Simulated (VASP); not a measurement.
# SiC (P1) in VASP: single point with PBE

Aim: the single point of SiC with PBE.

Everything below comes from runs of VASP 6.6.1. Logs are shortened: lines on timing, memory, paths and dates and some standing lists are left out, and cuts for length are marked.

## 1. The cell of the first run

The typed cell holds 16 atoms: a = 5.911 Å, b = 5.911 Å, c = 6.152 Å, α = 105.08°, β = 105.08°, γ = 117.29°.

## 2. Single point, PBE (dynamics (nvt langevin) at 200 K, volume x 1.0, from the last frame before)

Contents of INCAR:

```
SYSTEM = SiC
  ALGO = Normal
  EDIFF = 1E-7
  ENCUT = 520
  GGA = PE
  ISIF = 2
  ISMEAR = -1
  LASPH = .TRUE.
  LCHARG = .TRUE.
  LELF = .TRUE.
  LREAL = Auto
  LVHAR = .TRUE.
  LWAVE = .FALSE.
  NBANDS = 46
  NELM = 100
  PREC = Accurate
  SIGMA = 0.02
```

Contents of KPOINTS:

```
Automatic mesh
0
Gamma
  2 2 2
  0.5 0.5 0.5
```

Contents of POSCAR:

```
SiC
1.0
    1.5379991032      2.6638925888     -5.0480000000
    1.5379991032      2.6638925888      5.0480000000
    3.0759982064     -5.3277851775      0.0000000000
Si C
8 8
Direct
    0.1340076051      0.1435474229      0.3197474608
    0.1537916799      0.1420216720      0.8363507250
    0.6573510845      0.6413554426      0.3393163636
    0.6475416206      0.6371537443      0.8256899096
    0.0847984529      0.5706265036      0.6683970103
    0.0806345340      0.5729419825      0.1552650137
    0.5706684691      0.0618602282      0.6582527996
    0.5673775193      0.0618018457      0.1649918715
    0.9607497466      0.3342047783      0.3174312975
    0.9653029007      0.3365326947      0.8238626461
    0.4760238438      0.8310931782      0.3280870549
    0.4817239905      0.8441374216      0.8343107392
    0.8922932175      0.7519146517      0.6699658561
    0.8772918780      0.7407336371      0.1615316965
    0.3716213101      0.2471393371      0.6537164668
    0.3873779374      0.2470754414      0.1642781427
```

Potentials or basis: VASP PAW PBE potentials, release 64 (Si, C).

Started as:

```bash
$ cat potpaw_PBE.64/Si/POTCAR potpaw_PBE.64/C/POTCAR > POTCAR
$ mpirun -np 1 vasp_std > vasp.out
```

OUTCAR:

```text
SYSTEM = SiC
   EDIFF = 1E-7
   ENCUT = 520
   GGA = PE
   ISIF = 2
   ISMEAR = -1
   LASPH = .TRUE.
   LREAL = Auto
   NELM = 100
   PREC = Accurate

 ion  position               nearest neighbor table
   1  0.134  0.144  0.320-   9 1.84  15 1.90  14 1.91  16 1.93   8 3.00   2 3.00   5 3.04   4 3.05
                             3 3.08   6 3.08   3 3.09   6 3.10   4 3.11   8 3.14
   2  0.154  0.142  0.836-  13 1.85  16 1.86  15 1.92  10 1.94   1 3.00   8 3.05   5 3.06   6 3.06
                             3 3.06   4 3.08   4 3.08   3 3.09   7 3.09   7 3.12   5 3.12
   3  0.657  0.641  0.339-  13 1.87  11 1.88  16 1.88  14 1.90   4 3.01   8 3.05   2 3.06   5 3.07
                             7 3.07   1 3.08   1 3.09   2 3.09   6 3.09   4 3.14   6 3.14   8 3.15
   4  0.648  0.637  0.826-  15 1.87  12 1.89  14 1.90  13 1.91   5 3.01   3 3.01   1 3.05   7 3.06
                             6 3.07   2 3.08   2 3.08   1 3.11   7 3.12   8 3.12   5 3.13   3 3.14
   5  0.085  0.571  0.668-  10 1.86  13 1.89  12 1.89   9 1.95   6 3.00   4 3.01   8 3.03   7 3.04
                             1 3.04   2 3.06   3 3.07   7 3.12   2 3.12   8 3.13   4 3.13
   6  0.081  0.573  0.155-  10 1.87  11 1.87  14 1.88   9 1.92   8 2.97   5 3.00   7 3.05   2 3.06
                             4 3.07   1 3.08   3 3.09   1 3.10   7 3.10   3 3.14
   7  0.571  0.062  0.658-  12 1.87  10 1.88  11 1.89  15 1.94   8 3.03   5 3.04   6 3.05   4 3.06
                             3 3.07   2 3.09   6 3.10   2 3.12   5 3.12   4 3.12   8 3.12
   8  0.567  0.062  0.165-  16 1.84  11 1.86   9 1.88  12 1.89   6 2.97   1 3.00   5 3.03   7 3.03
                             2 3.05   3 3.05   7 3.12   4 3.12   5 3.13   1 3.14   3 3.15
   9  0.961  0.334  0.317-   1 1.84   8 1.88   6 1.92   5 1.95
  10  0.965  0.337  0.824-   5 1.86   6 1.87   7 1.88   2 1.94
  11  0.476  0.831  0.328-   8 1.86   6 1.87   3 1.88   7 1.89
  12  0.482  0.844  0.834-   7 1.87   4 1.89   8 1.89   5 1.89
  13  0.892  0.752  0.670-   2 1.85   3 1.87   5 1.89   4 1.91
  14  0.877  0.741  0.162-   6 1.88   3 1.90   4 1.90   1 1.91
  15  0.372  0.247  0.654-   4 1.87   1 1.90   2 1.92   7 1.94
  16  0.387  0.247  0.164-   8 1.84   2 1.86   3 1.88   1 1.93

  LATTYP: Found a face centered orthorhombic cell.
 ALAT       =     6.1519964129
 B/A-ratio  =     1.6410932846
 C/A-ratio  =     1.7320508075

  Lattice vectors:

 A1 = (   4.6139973096,  -2.6638925887,   5.0480000000)
 A2 = (   6.1519964128,   0.0000000001,   0.0000000000)
 A3 = (   1.5379991032,   2.6638925888,   5.0480000000)

Analysis of symmetry for initial positions (statically):
=====================================================================
 Subroutine PRICEL returns:
 Original cell was already a primitive cell.

 Routine SETGRP: Setting up the symmetry group for a
 face centered orthorhombic supercell.

 Subroutine GETGRP returns: Found  1 space group operations
 (whereof  1 operations were pure point group operations)
[... 136 lines left out ...]
   EMIN   =  10.00;   EMAX   =-10.00  energy-range for DOS
   EFERMI =   0.00;   METHOD = LEGACY
   ISMEAR =    -1;   SIGMA  =   0.02  broadening in eV -4-tet -1-fermi 0-gaus
   EFERMI_NEDOS =   21; number of points for ismear=-14 and -15
   IALGO  =     38    algorithm
   IMIX   =      4    mixing-type and parameters
     AMIX     =   0.40;   BMIX     =  1.00
     AMIX_MAG =   1.60;   BMIX_MAG =  1.00
  volume/ion in A,a.u.               =      10.34        69.78
  Fermi-wavevector in a.u.,A,eV,Ry     =   1.192818  2.254099 19.358564  1.422814
  Thomas-Fermi vector in A             =   2.328847
   LORBIT       =      0    0 simple, 1 ext, 2 COOP (PROOUT), +10 PAW based schemes
   GGA     = PE    functional components
   LHFCALC =     F    Hartree Fock is set to
   AEXX    =    0.0000 exact exchange contribution
   IVDW    =     0    specifies the selected vdW correction
   LEPSILON=     F    determine dielectric tensor
   LRPA    =     F    only Hartree local field effects (RPA)
 non-spin polarized calculation
  energy-cutoff  :      520.00
  volume of cell :      165.46
 maximum number of plane-waves:      4469
 NGX is ok and might be reduce to    48
   NGX = 21   NGY = 21   NGZ = 23

 number of electron      64.0000000 magnetization

 Free energy of the ion-electron system (eV)
  ---------------------------------------------------
  ext. energy  EPLUGINS =         0.00000000
  ---------------------------------------------------
  free energy    TOTEN  =      -120.25186117 eV

  energy without entropy =     -120.25186117  energy(sigma->0) =     -120.25186117

 E-fermi :   8.3480     XC(G=0): -11.3570

 val. band max:        7.8723474059   @ k =  -0.2500   0.2500  -0.2500
 cond. band min:      10.6785114575   @ k =  -0.2500  -0.2500   0.2500
 fundamental gap:      2.8061640516
 Fermi energy:         8.3480036162

 k-point     1 :       0.2500    0.2500    0.2500
  band No.  band energies     occupation
      1      -5.5735      2.00000
      2      -5.5078      2.00000
      3      -5.3568      2.00000
      4      -5.2635      2.00000
      5      -2.7365      2.00000
      6      -2.6599      2.00000
[... 177 lines left out ...]
     43      15.3043      0.00000
     44      15.3513      0.00000
 [bands above 44 left out]

------------------------ aborting loop because EDIFF is reached ----------------------------------------

  FORCE on cell =-STRESS in cart. coord.  units (eV):
  Direction    XX          YY          ZZ          XY          YZ          ZX
  --------------------------------------------------------------------------------------
  -------------------------------------------------------------------------------------
  Total        2.4451718      3.0965618      5.3047307      1.2452282      0.7144972      0.1161517
  in kB       23.6776088     29.9852873     51.3678985     12.0580595      6.9187719      1.1247449
  external PRESSURE =      35.0102649 kB  Pullay stress =       0.0000000 kB

 VOLUME and BASIS-vectors are now :
 -----------------------------------------------------------------------------
  energy-cutoff  :      520.00
  volume of cell :      165.46
      direct lattice vectors                 reciprocal lattice vectors
     1.537999103  2.663892589 -5.048000000     0.162548859  0.093847628 -0.099049128
     1.537999103  2.663892589  5.048000000     0.162548859  0.093847628  0.099049128
     3.075998206 -5.327785178  0.000000000     0.162548859 -0.093847628  0.000000000

 POSITION                                       TOTAL-FORCE (eV/Angst)
 -----------------------------------------------------------------------------------
      1.41042     -0.96417      0.04816         0.320700      0.012830     -1.574960
      3.02757     -3.66788     -0.05941        -0.153388      1.272919      0.445335
      3.04115      1.65181     -0.08075        -0.340070      0.977061     -0.412814
      4.51568     -0.97681     -0.05244         0.590551      0.138830     -0.331313
      3.06403     -1.81509      2.45246        -0.957075      0.460846     -0.130017
      1.48279      0.91384      2.48517        -0.301955     -1.467719     -0.033550
[... 8 lines left out ...]
      2.96248     -1.83455     -0.62838         0.050797     -0.440966     -0.516548
      1.48111      0.81488     -0.70825        -0.013236     -0.861718      1.106411
 -----------------------------------------------------------------------------------
    total drift:                                0.001230     -0.000100     -0.005863

  FREE ENERGIE OF THE ION-ELECTRON SYSTEM (eV)
  ---------------------------------------------------
  free  energy   TOTEN  =      -120.2518611740 eV

  energy  without entropy=     -120.2518611739  energy(sigma->0) =     -120.25186117
```

OSZICAR:

```text
N       E                     dE             d eps       ncg     rms          rms(c)
DAV:   1     0.174953815578E+03    0.17495E+03   -0.29165E+04   368   0.126E+03
DAV:   2    -0.118407195517E+03   -0.29336E+03   -0.27578E+03   484   0.220E+02
DAV:   3    -0.134743650538E+03   -0.16336E+02   -0.16218E+02   480   0.505E+01
DAV:   4    -0.135016933777E+03   -0.27328E+00   -0.27282E+00   480   0.740E+00
DAV:   5    -0.135023705517E+03   -0.67717E-02   -0.67687E-02   458   0.110E+00    0.249E+01
DAV:   6    -0.120651049165E+03    0.14373E+02   -0.44154E+01   450   0.217E+01    0.110E+01
DAV:   7    -0.120316364226E+03    0.33468E+00   -0.39754E+00   488   0.671E+00    0.492E+00
DAV:   8    -0.120254778186E+03    0.61586E-01   -0.23882E-01   472   0.183E+00    0.121E+00
DAV:   9    -0.120250784458E+03    0.39937E-02   -0.32965E-02   464   0.718E-01    0.230E-01
DAV:  10    -0.120251705003E+03   -0.92055E-03   -0.31654E-03   464   0.218E-01    0.114E-01
DAV:  11    -0.120251854933E+03   -0.14993E-03   -0.39680E-04   432   0.923E-02    0.314E-02
DAV:  12    -0.120251858112E+03   -0.31795E-05   -0.27122E-05   472   0.231E-02    0.133E-02
DAV:  13    -0.120251859730E+03   -0.16178E-05   -0.54854E-06   464   0.105E-02    0.343E-03
DAV:  14    -0.120251860933E+03   -0.12029E-05   -0.70378E-07   464   0.363E-03    0.136E-03
DAV:  15    -0.120251861145E+03   -0.21161E-06   -0.10159E-07   288   0.148E-03    0.116E-03
DAV:  16    -0.120251861174E+03   -0.29327E-07   -0.25524E-08   256   0.705E-04
   1 F= -.12025186E+03 E0= -.12025186E+03  d E =-.189815E-10
```

stdout:

```text
POSCAR found type information on POSCAR SiC
 POSCAR found :  2 types and      16 ions
 scaLAPACK will be used
 LDA part: xc-table for (Slater+PW92), standard interpolation
 POSCAR, INCAR and KPOINTS ok, starting setup
 FFT: planning ... GRIDC
 FFT: planning ... GRID_SOFT
 FFT: planning ... GRID
 WAVECAR not read
 entering main loop
```

Run time: 98 s. Hardware: 1 thread of Intel Xeon Platinum 8375C at 2.90GHz (Ice Lake), shared host; peak memory 0.31 GiB.

What came out:

| Property | Result |
| --- | --- |
| Free energy | -120.2519 eV |
| Pressure | 3.5 GPa |
| Largest force | 1.607 eV/Å |
| Band gap on the k mesh | 2.81 eV |

Forces in eV/Å, atoms in the order of the input:
```
Si   0.321  0.013 -1.575
Si  -0.153  1.273  0.445
Si  -0.340  0.977 -0.413
Si   0.591  0.139 -0.331
Si  -0.957  0.461 -0.130
Si  -0.302 -1.468 -0.034
Si   0.262  0.086  0.543
Si   0.320  0.830 -0.760
C    0.926 -0.087  0.487
C    0.146 -0.065 -0.706
C   -0.030 -0.347  0.651
C   -0.846 -0.418  0.345
C   -0.311 -0.542  0.320
C    0.337  0.452  0.568
C    0.051 -0.441 -0.517
C   -0.013 -0.862  1.106
```

Levels at points of the mesh, in eV from the valence-band top:
```csv
k point,band 28,band 29,band 30,band 31,band 32,band 33,band 34,band 35,band 36,band 37
"(0.25, 0.25, 0.25)",-1.44,-1.32,-1.21,-1.12,-1.01,4.69,4.87,5.07,5.15,5.37
```

Caveat: the k points lie up to 0.67 Å⁻¹ apart; forces of over 1 eV/Å act on the atoms, so gaps and moduli don't describe the material at rest. A k mesh can miss the band edges.
